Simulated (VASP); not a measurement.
# F (Im-3m) in VASP: single point with PBE

Aim: the single point of F with PBE.

Everything below comes from runs of VASP 6.6.1. Logs are shortened: lines on timing, memory, paths and dates and some standing lists are left out, and cuts for length are marked.

## 1. The cell of the first run

It takes space group Im-3m (No. 229, cubic). Conventional cell: a = 2.035 Å, b = 2.035 Å, c = 2.035 Å, α = 90.00°, β = 90.00°, γ = 90.00°. F (site symmetry m-3m) has 14 F at 1.76 to 2.04 Å within 2.3 Å.

## 2. Single point, PBE

Contents of INCAR:

```
ALGO = Normal ; EDIFF = 1E-7
ENCUT = 520 ; GGA = PE
ISIF = 2 ; ISMEAR = -1
LASPH = T ; LCHARG = F
LREAL = F ; LWAVE = F
NBANDS = 10 ; NELM = 100
PREC = Accurate ; SIGMA = 0.08
```

Contents of KPOINTS:

```
k-points
0
Gamma
  24 24 24
```

Contents of POSCAR:

```
F
1.0
   -1.0177150585      1.0177150585      1.0177150585
    1.0177150585     -1.0177150585      1.0177150585
    1.0177150585      1.0177150585     -1.0177150585
F
1
Direct
    0.0000000000      0.0000000000      0.0000000000
```

Potentials or basis: VASP PAW PBE potentials, release 64 (F).

Started as:

```
$ cat potpaw_PBE.64/F/POTCAR > POTCAR
$ mpirun -np 1 vasp_std > vasp.out
```

OUTCAR:

```text
EDIFF = 1E-7
   ENCUT = 520
   GGA = PE
   ISIF = 2
   ISMEAR = -1
   LASPH = T
   LREAL = F
   NELM = 100
   PREC = Accurate

 ion  position               nearest neighbor table
   1  0.000  0.000  0.000-

  LATTYP: Found a body centered cubic cell.
 ALAT       =     2.0354301170

  Lattice vectors:

 A1 = (  -1.0177150585,   1.0177150585,   1.0177150585)
 A2 = (   1.0177150585,  -1.0177150585,   1.0177150585)
 A3 = (   1.0177150585,   1.0177150585,  -1.0177150585)

Analysis of symmetry for initial positions (statically):
=====================================================================
 Subroutine PRICEL returns:
 Original cell was already a primitive cell.

 Routine SETGRP: Setting up the symmetry group for a
 body centered cubic supercell.

 Subroutine GETGRP returns: Found 48 space group operations
 (whereof 48 operations were pure point group operations)
 out of a pool of 48 trial point group operations.

The static configuration has the point symmetry O_h .

Analysis of symmetry for dynamics (positions and initial velocities):
=====================================================================
 Subroutine PRICEL returns:
 Original cell was already a primitive cell.

 Routine SETGRP: Setting up the symmetry group for a
 body centered cubic supercell.

 Subroutine GETGRP returns: Found 48 space group operations
 (whereof 48 operations were pure point group operations)
 out of a pool of 48 trial point group operations.

The dynamic configuration has the point symmetry O_h .

 Subroutine INISYM returns: Found 48 space group operations
 (whereof 48 operations are pure point group operations),
 and found     1 'primitive' translations

----------------------------------------------------------------------------------------

                                     Primitive cell

  volume of cell :       4.2164

  direct lattice vectors                    reciprocal lattice vectors
    -1.017715059  1.017715059  1.017715059     0.000000000  0.491296651  0.491296651
     1.017715059 -1.017715059  1.017715059     0.491296651  0.000000000  0.491296651
     1.017715059  1.017715059 -1.017715059     0.491296651  0.491296651  0.000000000

  length of vectors
     1.762734189  1.762734189  1.762734189     0.694798387  0.694798387  0.694798387

  position of ions in fractional coordinates (direct lattice)
     0.000000000  0.000000000  0.000000000

  ion indices of the primitive-cell ions
   primitive index   ion index
                 1           1

----------------------------------------------------------------------------------------

 KPOINTS: k-points

Automatic generation of k-mesh.
 Grid dimensions read from file:
 generate k-points for:   24   24   24

 Generating k-lattice:

  Cartesian coordinates                     Fractional coordinates (reciprocal lattice)
     0.000000000  0.020470694  0.020470694     0.041666667  0.000000000  0.000000000
     0.020470694  0.000000000  0.020470694     0.000000000  0.041666667  0.000000000
     0.020470694  0.020470694  0.000000000     0.000000000  0.000000000  0.041666667

  Length of vectors
     0.028949933  0.028949933  0.028949933

  Shift w.r.t. Gamma in fractional coordinates (k-lattice)
     0.000000000  0.000000000  0.000000000

 Subroutine IBZKPT returns following result:
 ===========================================

 Found    413 irreducible k-points:

 Following reciprocal coordinates:
            Coordinates               Weight
  0.000000  0.000000  0.000000      1.000000
  0.041667  0.000000  0.000000     12.000000
  0.083333  0.000000  0.000000     12.000000
  0.125000  0.000000  0.000000     12.000000
  0.166667  0.000000  0.000000     12.000000
  0.208333  0.000000  0.000000     12.000000
[... 16 lines left out ...]
  0.416667  0.041667 -0.000000     48.000000
  0.458333  0.041667  0.000000     48.000000
 [... further k-points ...]
   k-points           NKPTS =    413   k-points in BZ     NKDIM =    413   number of bands    NBANDS=     10
   number of dos      NEDOS =    301   number of ions     NIONS =      1
   total plane-waves  NPLWV =   2744
   dimension x,y,z NGX =    14 NGY =   14 NGZ =   14
   dimension x,y,z NGXF=    28 NGYF=   28 NGZF=   28
   ions per type =               1
   NGX,Y,Z   is equivalent  to a cutoff of  13.20, 13.20, 13.20 a.u.
   NGXF,Y,Z  is equivalent  to a cutoff of  26.41, 26.41, 26.41 a.u.
 SYSTEM =  unknown system
   PREC   = accura    normal or accurate (medium, high low for compatibility)
   ISTART =      0    job   : 0-new  1-cont  2-samecut
   ICHARG =      2    charge: 1-file 2-atom 10-const
   ISPIN  =      1    spin polarized calculation?
   LNONCOLLINEAR =      F non collinear calculations
   LSORBIT =      F    spin-orbit coupling
   LASPH  =      T    aspherical Exc in radial PAW
   ENCUT  =  520.0 eV  38.22 Ry    6.18 a.u.   3.28  3.28  3.28*2*pi/ulx,y,z
   NELM   =    100;   NELMIN=  2; NELMDL= -5     # of ELM steps
   EDIFF  = 0.1E-06   stopping-criterion for ELM
   LREAL  =      F    real-space projection
   EDIFFG = 0.1E-05   stopping-criterion for IOM
   NSW    =      0    number of steps for IOM
   IBRION =     -1    ionic relax: 0-MD 1-quasi-New 2-CG
   NFREE  =      0    steps in history (QN), initial steepest desc. (CG)
   ISIF   =      2    stress and relaxation
   ISYM   =      2    0-nonsym 1-usesym 2-fastsym
   POTIM  = 0.5000    time-step for ionic-motion
   TEBEG  =    0.0;   TEEND  =   0.0 temperature during run
   PSTRESS=    0.0 pullay stress
   NELECT =       7.0000    total number of electrons
   NUPDOWN=      -1.0000    fix difference up-down
   EMIN   =  10.00;   EMAX   =-10.00  energy-range for DOS
   EFERMI =   0.00;   METHOD = LEGACY
   ISMEAR =    -1;   SIGMA  =   0.08  broadening in eV -4-tet -1-fermi 0-gaus
   EFERMI_NEDOS =   21; number of points for ismear=-14 and -15
   IALGO  =     38    algorithm
   IMIX   =      4    mixing-type and parameters
     AMIX     =   0.40;   BMIX     =  1.00
     AMIX_MAG =   1.60;   BMIX_MAG =  1.00
  volume/ion in A,a.u.               =       4.22        28.45
  Fermi-wavevector in a.u.,A,eV,Ry     =   1.938480  3.663196 51.126674  3.757705
  Thomas-Fermi vector in A             =   2.968825
   LORBIT       =      0    0 simple, 1 ext, 2 COOP (PROOUT), +10 PAW based schemes
   GGA     = PE    functional components
   LHFCALC =     F    Hartree Fock is set to
   AEXX    =    0.0000 exact exchange contribution
   IVDW    =     0    specifies the selected vdW correction
   LEPSILON=     F    determine dielectric tensor
   LRPA    =     F    only Hartree local field effects (RPA)
 non-spin polarized calculation
  energy-cutoff  :      520.00
  volume of cell :        4.22
 maximum number of plane-waves:       135
 NGX is ok and might be reduce to    14
   NGX =  7   NGY =  7   NGZ =  7

 number of electron       6.9999996 magnetization

 Free energy of the ion-electron system (eV)
  ---------------------------------------------------
  ext. energy  EPLUGINS =         0.00000000
  ---------------------------------------------------
  free energy    TOTEN  =         2.56933257 eV

  energy without entropy =        2.59042599  energy(sigma->0) =        2.57987928

 E-fermi :   9.7565     XC(G=0): -15.8690

 val. band max:        9.7556172446   @ k =   0.4167   0.1667  -0.0000
 cond. band min:       9.7577658424   @ k =  -0.3750  -0.3750   0.0833
 fundamental gap:      0.0021485977
 Fermi energy:         9.7565197419

 k-point     1 :       0.0000    0.0000    0.0000
  band No.  band energies     occupation
      1     -23.0908      2.00000
      2      11.4281      0.00000
      3      11.4281      0.00000
      4      11.4281      0.00000
      5      38.5156      0.00000
      6      59.1338      0.00000
      7      59.1338      0.00000
      8      59.1338      0.00000
      9      64.6924      0.00000
     10      64.6924      0.00000

 k-point     2 :       0.0417    0.0000    0.0000
  band No.  band energies     occupation
      1     -22.9977      2.00000
      2      11.2143      0.00000
      3      11.3565      0.00000
      4      11.4168      0.00000
      5      38.6380      0.00000
      6      58.2836      0.00000
      7      58.3350      0.00000
      8      59.4065      0.00000
      9      63.0404      0.00000
     10      63.8734      0.00000

 k-point     3 :       0.0833    0.0000    0.0000
  band No.  band energies     occupation
      1     -22.7209      2.00000
      2      10.5837      0.00006
      3      11.1485      0.00000
      4      11.3835      0.00000
      5      38.9743      0.00000
      6      55.6666      0.00000
      7      56.5905      0.00000
      8      60.2099      0.00000
      9      62.4299      0.00000
     10      62.5721      0.00000

 k-point     4 :       0.1250    0.0000    0.0000
  band No.  band energies     occupation
      1     -22.2638      2.00000
      2       9.5802      1.80129
      3      10.8244      0.00000
      4      11.3288      0.00000
      5      39.4497      0.00000
      6      52.5585      0.00000
      7      54.6254      0.00000
      8      61.4433      0.00000
      9      61.4970      0.00000
     10      62.8727      0.00000
[... 222 lines left out ...]
 k-point    22 :       0.3750    0.0417    0.0000
  band No.  band energies     occupation
      1     -15.7574      2.00000
      2      -1.3801      2.00000
      3       8.0263      2.00000
      4      10.6664      0.00002
      5      37.1744      0.00000
      6      45.7793      0.00000
      7      46.6521      0.00000
      8      60.8464      0.00000
      9      71.8225      0.00000
     10      77.5415      0.00000

 k-point    23 :       0.4167    0.0417   -0.0000
  band No.  band energies     occupation
      1     -14.7220      2.00000
      2      -2.7716      2.00000
      3       7.8114      2.00000
      4      10.6128      0.00004
      5      36.5906      0.00000
      6      45.3223      0.00000
      7      46.9947      0.00000
      8      61.2540      0.00000
      9      72.7616      0.00000
     10      78.8175      0.00000

 k-point    24 :       0.4583    0.0417    0.0000
  band No.  band energies     occupation
      1     -14.0824      2.00000
      2      -3.5936      2.00000
      3       7.7016      2.00000
      4      10.5850      0.00006
      5      36.2937      0.00000
      6      45.0915      0.00000
      7      47.2012      0.00000
      8      61.5097      0.00000
      9      73.2545      0.00000
     10      77.9909      0.00000

 [... further k-points ...]

------------------------ aborting loop because EDIFF is reached ----------------------------------------

  FORCE on cell =-STRESS in cart. coord.  units (eV):
  Direction    XX          YY          ZZ          XY          YZ          ZX
  --------------------------------------------------------------------------------------
  -------------------------------------------------------------------------------------
  Total       11.3017499     11.3017499     11.3017499      0.0000000      0.0000000     -0.0000000
  in kB     4294.5501923   4294.5501923   4294.5501923      0.0000000      0.0000000     -0.0000000
  external PRESSURE =    4294.5501923 kB  Pullay stress =       0.0000000 kB

 VOLUME and BASIS-vectors are now :
 -----------------------------------------------------------------------------
  energy-cutoff  :      520.00
  volume of cell :        4.22
      direct lattice vectors                 reciprocal lattice vectors
    -1.017715059  1.017715059  1.017715059     0.000000000  0.491296651  0.491296651
     1.017715059 -1.017715059  1.017715059     0.491296651  0.000000000  0.491296651
     1.017715059  1.017715059 -1.017715059     0.491296651  0.491296651  0.000000000

 POSITION                                       TOTAL-FORCE (eV/Angst)
 -----------------------------------------------------------------------------------
      0.00000      0.00000      0.00000         0.000000     -0.000000     -0.000000
 -----------------------------------------------------------------------------------
    total drift:                               -0.000000     -0.000000      0.000000

  FREE ENERGIE OF THE ION-ELECTRON SYSTEM (eV)
  ---------------------------------------------------
  free  energy   TOTEN  =         2.5693325677 eV

  energy  without entropy=        2.5904259889  energy(sigma->0) =        2.57987928
```

Wall time 23 s (1 thread of AMD EPYC 7R13, shared host); peak memory 0.09 GiB.

Results:

- Free energy: 2.5693 eV
- Pressure: 429.5 GPa
- Band gap on the k mesh: zero (an odd number of electrons rules out a gap without spin polarisation)

Levels at points of the mesh, in eV from the Fermi level:
| k point | band 1 | band 2 | band 3 | band 4 | band 5 | band 6 | band 7 |
| --- | --- | --- | --- | --- | --- | --- | --- |
| (0.00, 0.00, 0.00) | -32.85 | 1.67 | 1.67 | 1.67 | 28.76 | 49.38 | 49.38 |
| (0.50, 0.00, 0.00) | -23.79 | -13.53 | -1.93 | 0.94 | 26.33 | 35.33 | 37.58 |
| (0.50, 0.50, 0.50) | -18.35 | -6.89 | -6.89 | -6.89 | 20.53 | 20.53 | 51.82 |

Caveat: the cell stands under pressure; an odd number of electrons without spin polarisation forces a metal; a magnetic or distorted state may lie lower.
